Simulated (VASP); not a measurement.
# Al16Cu8H (a cell with a defect) in VASP: single point with r2SCAN

Aim: the single point of Al16Cu8H (a cell with a defect) with r2SCAN.

All numbers are computed with VASP 6.6.1; they aren't measurements. Logs are shortened: lines on timing, memory, paths and dates and some standing lists are left out, and cuts for length are marked.

## (1) The cell of the first run

The cell holds a defect, 25 atoms: a = 7.777 Å, b = 7.777 Å, c = 8.556 Å, α = 56.63°, β = 56.63°, γ = 66.75°.

## (2) Single point, r2SCAN

The input, POSCAR:

```
Al16Cu8H
1.0
    0.0000000000      6.0499377500      4.8865949200
    6.0499377500      0.0000000000      4.8865949200
    6.0499377500      6.0499377500      0.0000000000
Al Cu H
16 8 1
Direct
    0.0989224800      0.9100761100      0.2452376700
    0.3139629800      0.1875730100      0.4988604700
    0.5875693200      0.4013982600      0.7553022300
    0.8458296900      0.6515559100      0.0010929900
    0.0039705800      0.4927058200      0.6644299100
    0.2478019100      0.7365041600      0.9170357800
    0.5038933500     -0.0072625400      0.1649829700
    0.7594671900      0.2481922100      0.4055251300
    0.0039601400      0.4926889700      0.3385122900
    0.2478327600      0.7365386500      0.5980698200
    0.5039328600     -0.0072428600      0.8380802300
    0.7594601700      0.2482073300      0.0862885700
    0.1628498000      0.3345495200      0.0010913800
    0.4213471000      0.5876468000      0.2452290100
    0.6988498100      0.8026903100      0.4988616800
    0.9126458800      0.0763231600      0.7552896900
    0.1305738200      0.1168448200      0.3772730500
    0.3807696500      0.3660993200      0.6250231500
    0.6280977700      0.6193198900      0.8747881000
    0.8773377500      0.8695495500      0.1277201600
    0.1305768300      0.1168289200      0.8748375900
    0.3808123700      0.3660585400      0.1276810500
    0.6281203500      0.6193202800      0.3773055900
    0.8773742800      0.8695046800      0.6249743700
    0.4842998000      0.9730300300      0.5200040100
```

The input, INCAR.step1:

```
  PREC = Accurate
  ENCUT = 580
  ISMEAR = 1
  SIGMA = 0.1
  LREAL = F
  LASPH = T
  NELM = 120
  NBANDS = 86
  GGA = PE
  ALGO = Normal
  EDIFF = 1E-5
  LWAVE = T
  LCHARG = F
  GGA_COMPAT = F
```

The input, INCAR.step2:

```
  PREC = Accurate
  ENCUT = 580
  EDIFF = 1E-6
  ISMEAR = 1
  SIGMA = 0.1
  LREAL = F
  LASPH = T
  NELM = 120
  ALGO = Normal
  ISIF = 2
  LWAVE = F
  LCHARG = F
  METAGGA = R2SCAN
  LMIXTAU = T
  NBANDS = 86
  ISTART = 1
  GGA_COMPAT = F
```

The input, KPOINTS:

```
Automatic mesh
0
Gamma
  2 2 2
```

Potentials or basis: VASP PAW PBE potentials, release 64 (Al, Cu, H).

On the command line:

```sh
$ cat potpaw_PBE.64/Al/POTCAR potpaw_PBE.64/Cu/POTCAR potpaw_PBE.64/H/POTCAR > POTCAR
$ cp INCAR.step1 INCAR
$ mpirun -np 1 vasp_std > vasp.out
$ cp INCAR.step2 INCAR
$ mpirun -np 1 vasp_std > vasp.out
```

OUTCAR:

```text
PREC = Accurate
   ENCUT = 580
   EDIFF = 1E-6
   ISMEAR = 1
   LREAL = F
   LASPH = T
   NELM = 120
   ISIF = 2
   METAGGA = R2SCAN
   ISTART = 1

 ion  position               nearest neighbor table
   1  0.099  0.910  0.245-  21 2.56  17 2.56  20 2.60  24 2.60  14 2.76  15 2.78  13 2.84  11 3.09
                             7 3.09   9 3.18   5 3.18   8 3.20  12 3.20  10 3.23   6 3.23
   2  0.314  0.188  0.499-  25 1.66  22 2.49  18 2.49  17 2.51  21 2.51  14 2.78  16 2.80   9 2.98
                             5 2.98  12 3.27   8 3.27  15 3.29  10 3.31   6 3.31   7 3.32  11 3.32
   3  0.588  0.401  0.755-  22 2.56  18 2.56  19 2.59  23 2.59  16 2.78  15 2.80  13 2.85  11 3.11
                             7 3.11   9 3.17   5 3.17   6 3.19  10 3.19  12 3.23   8 3.23
   4  0.846  0.652  0.001-  23 2.60  19 2.60  24 2.60  20 2.60  13 2.71  14 2.84  16 2.85   6 3.06
                            10 3.06   8 3.07  12 3.07   5 3.19   9 3.19  11 3.24   7 3.24
   5  0.004  0.493  0.664-  19 2.58  21 2.58  24 2.58  18 2.58   9 2.79  10 2.83  12 2.83  15 2.98
                             2 2.98  16 3.17   3 3.17   1 3.18  14 3.18   4 3.19  13 3.19
   6  0.248  0.737  0.917-  22 2.57  20 2.57  19 2.60  21 2.60  10 2.73   9 2.83  11 2.93  13 3.06
                             4 3.06   3 3.19  16 3.19  14 3.23   1 3.23  15 3.31   2 3.31
   7  0.504  0.993  0.165-  22 2.56  17 2.56  20 2.56  23 2.56  11 2.80  12 2.92  10 2.93   1 3.09
                            14 3.09   3 3.11  16 3.11  13 3.24   4 3.24   2 3.32  15 3.32
   8  0.759  0.248  0.406-  17 2.57  23 2.57  24 2.59  18 2.59  12 2.73   9 2.83  11 2.92   4 3.07
                            13 3.07   1 3.20  14 3.20  16 3.23   3 3.23  15 3.27   2 3.27
   9  0.004  0.493  0.339-  23 2.58  17 2.58  20 2.58  22 2.58   5 2.79   6 2.83   8 2.83  15 2.98
                             2 2.98  16 3.17   3 3.17  14 3.18   1 3.18   4 3.19  13 3.19
  10  0.248  0.737  0.598-  18 2.57  24 2.57  23 2.60  17 2.60   6 2.73   5 2.83   7 2.93  13 3.06
                             4 3.06   3 3.19  16 3.19   1 3.23  14 3.23  15 3.31   2 3.31
  11  0.504  0.993  0.838-  18 2.56  24 2.56  21 2.56  19 2.57   7 2.80   8 2.92   6 2.93   1 3.09
                            14 3.09   3 3.11  16 3.11  13 3.24   4 3.24   2 3.32  15 3.32
  12  0.759  0.248  0.086-  21 2.57  19 2.57  20 2.59  22 2.59   8 2.73   5 2.83   7 2.92   4 3.07
                            13 3.07  14 3.20   1 3.20   3 3.23  16 3.23   2 3.27  15 3.27
  13  0.163  0.335  0.001-  17 2.60  21 2.60  18 2.60  22 2.60   4 2.71   1 2.84   3 2.85   6 3.06
                            10 3.06   8 3.07  12 3.07   5 3.19   9 3.19  11 3.24   7 3.24
  14  0.421  0.588  0.245-  19 2.56  23 2.56  22 2.60  18 2.60   1 2.76   2 2.78   4 2.84  11 3.09
                             7 3.09   9 3.18   5 3.18  12 3.20   8 3.20  10 3.23   6 3.23
  15  0.699  0.803  0.499-  25 1.66  20 2.49  24 2.49  23 2.51  19 2.51   1 2.78   3 2.80   9 2.98
                             5 2.98  12 3.27   8 3.27   2 3.29  10 3.31   6 3.31   7 3.32  11 3.32
  16  0.913  0.076  0.755-  24 2.56  20 2.56  21 2.59  17 2.59   3 2.78   2 2.80   4 2.85  11 3.11
                             7 3.11   9 3.17   5 3.17   6 3.19  10 3.19  12 3.23   8 3.23
  17  0.131  0.117  0.377-  22 2.44  24 2.45   2 2.51   1 2.56   7 2.56   8 2.57   9 2.58  16 2.59
                            13 2.60  10 2.60
  18  0.381  0.366  0.625-  21 2.44  23 2.45   2 2.49   3 2.56  11 2.56  10 2.57   5 2.58   8 2.59
                            13 2.60  14 2.60
  19  0.628  0.619  0.875-  24 2.44  22 2.45  15 2.51  14 2.56  11 2.57  12 2.57   5 2.58   3 2.59
                             4 2.60   6 2.60
  20  0.877  0.870  0.128-  23 2.44  21 2.45  15 2.49  16 2.56   7 2.56   6 2.57   9 2.58  12 2.59
[... 202 lines left out ...]
   LHFCALC =     F    Hartree Fock is set to
   AEXX    =    0.0000 exact exchange contribution
   IVDW    =     0    specifies the selected vdW correction
   LEPSILON=     F    determine dielectric tensor
   LRPA    =     F    only Hartree local field effects (RPA)
 non-spin polarized calculation
 Methfessel and Paxton  Order N= 1 SIGMA  =   0.10
  energy-cutoff  :      580.00
  volume of cell :      357.72
 maximum number of plane-waves:     11420
 NGX is ok and might be reduce to    64
   NGX = 31   NGY = 31   NGZ = 33

 number of electron     137.0000009 magnetization

 Free energy of the ion-electron system (eV)
  ---------------------------------------------------
  ext. energy  EPLUGINS =         0.00000000
  ---------------------------------------------------
  free energy    TOTEN  =      -200.39603168 eV

  energy without entropy =     -200.39034037  energy(sigma->0) =     -200.39413458

 E-fermi :   8.0588     XC(G=0): -11.7147

 val. band max:        8.0014912001   @ k =   0.0000   0.0000   0.0000
 cond. band min:       8.0681762009   @ k =   0.5000   0.0000   0.5000
 fundamental gap:      0.0666850008
 Fermi energy:         8.0588453878

 k-point     1 :       0.0000    0.0000    0.0000
  band No.  band energies     occupation
      1      -3.5645      2.00000
      2      -0.4949      2.00000
      3       0.0209      2.00000
      4       0.0974      2.00000
      5       0.1479      2.00000
      6       0.1676      2.00000
[... 653 lines left out ...]
     79      11.0884      0.00000
     80      11.2095      0.00000
 [bands above 80 left out]

------------------------ aborting loop because EDIFF is reached ----------------------------------------

  FORCE on cell =-STRESS in cart. coord.  units (eV):
  Direction    XX          YY          ZZ          XY          YZ          ZX
  --------------------------------------------------------------------------------------
  -------------------------------------------------------------------------------------
  Total       -7.9165045     -7.9196765      3.3835093      0.3280929      0.0002861     -0.0059576
  in kB      -35.4573194    -35.4715266     15.1544371      1.4694987      0.0012815     -0.0266834
  external PRESSURE =     -18.5914696 kB  Pullay stress =       0.0000000 kB

 VOLUME and BASIS-vectors are now :
 -----------------------------------------------------------------------------
  energy-cutoff  :      580.00
  volume of cell :      357.72
      direct lattice vectors                 reciprocal lattice vectors
     0.000000000  6.049937750  4.886594920    -0.082645478  0.082645478  0.102320738
     6.049937750  0.000000000  4.886594920     0.082645478 -0.082645478  0.102320738
     6.049937750  6.049937750  0.000000000     0.082645478  0.082645478 -0.102320738

 POSITION                                       TOTAL-FORCE (eV/Angst)
 -----------------------------------------------------------------------------------
      6.98958      2.08215      4.93057         0.039143     -0.036197     -0.003571
      4.15288      4.91753      2.45080        -0.013111      0.032669     -0.026567
      6.99797      8.12429      4.83268         0.043038     -0.044464      0.006563
      3.94849      5.12383      7.31712         0.028175     -0.027820      0.005963
      7.00060      4.04378      2.42706         0.007208      0.007731      0.000851
     10.00381      7.04720      4.80991         0.043598      0.041701     -0.074027
[... 17 lines left out ...]
      9.04151      9.08912      8.53629        -0.013603     -0.041210     -0.013829
      9.03276      6.07598      7.12138         0.008076      0.007919      0.055706
 -----------------------------------------------------------------------------------
    total drift:                               -0.005687     -0.001787      0.000194

  FREE ENERGIE OF THE ION-ELECTRON SYSTEM (eV)
  ---------------------------------------------------
  free  energy   TOTEN  =      -200.3960316766 eV

  energy  without entropy=     -200.3903403748  energy(sigma->0) =     -200.39413458
```

OUTCAR.step1:

```text
PREC = Accurate
   ENCUT = 580
   ISMEAR = 1
   LREAL = F
[... 967 lines left out ...]
      7.00060      4.04378      2.42706         0.009601      0.010287      0.001871
     10.00381      7.04720      4.80991         0.000018     -0.001345     -0.002560
[... 17 lines left out ...]
      9.04151      9.08912      8.53629         0.002939     -0.006167      0.002118
      9.03276      6.07598      7.12138         0.005689      0.005706      0.004019
 -----------------------------------------------------------------------------------
    total drift:                                0.000220     -0.000406     -0.000924

  FREE ENERGIE OF THE ION-ELECTRON SYSTEM (eV)
  ---------------------------------------------------
  free  energy   TOTEN  =       -95.7240791843 eV

  energy  without entropy=      -95.7238060541  energy(sigma->0) =      -95.72398814
```

It took 64 min on 1 thread of Intel Xeon 8259CL, shared host; peak memory 0.81 GiB.

Results:

| Property | Result |
| --- | --- |
| Free energy | -200.3960 eV |
| Pressure | -1.9 GPa |
| Largest force | 0.095 eV/Å |
| Band gap on the k mesh | zero (an odd number of electrons rules out a gap without spin polarisation) |

Forces on the atoms (eV/Å):
```
Al   0.039 -0.036 -0.004
Al  -0.013  0.033 -0.027
Al   0.043 -0.044  0.007
Al   0.028 -0.028  0.006
Al   0.007  0.008  0.001
Al   0.044  0.042 -0.074
Al  -0.028 -0.023 -0.008
Al   0.035  0.034  0.057
Al  -0.010 -0.010  0.001
Al  -0.041 -0.043 -0.073
Al   0.021  0.025 -0.009
Al  -0.034 -0.034  0.055
Al  -0.027  0.027  0.006
Al  -0.036  0.040 -0.004
Al   0.034 -0.014 -0.027
Al  -0.044  0.044  0.007
Cu   0.011  0.027  0.013
Cu  -0.045 -0.018 -0.009
Cu  -0.010 -0.033  0.018
Cu   0.031  0.011 -0.007
Cu  -0.036 -0.013  0.020
Cu   0.015  0.034 -0.003
Cu   0.024  0.007  0.011
Cu  -0.014 -0.041 -0.014
H    0.008  0.008  0.056
```

Caveat: the k points lie up to 0.49 Å⁻¹ apart, too coarse for converged energies and pressures of a metal; the PAW data sets were made with another functional, which shifts forces and pressure a little.
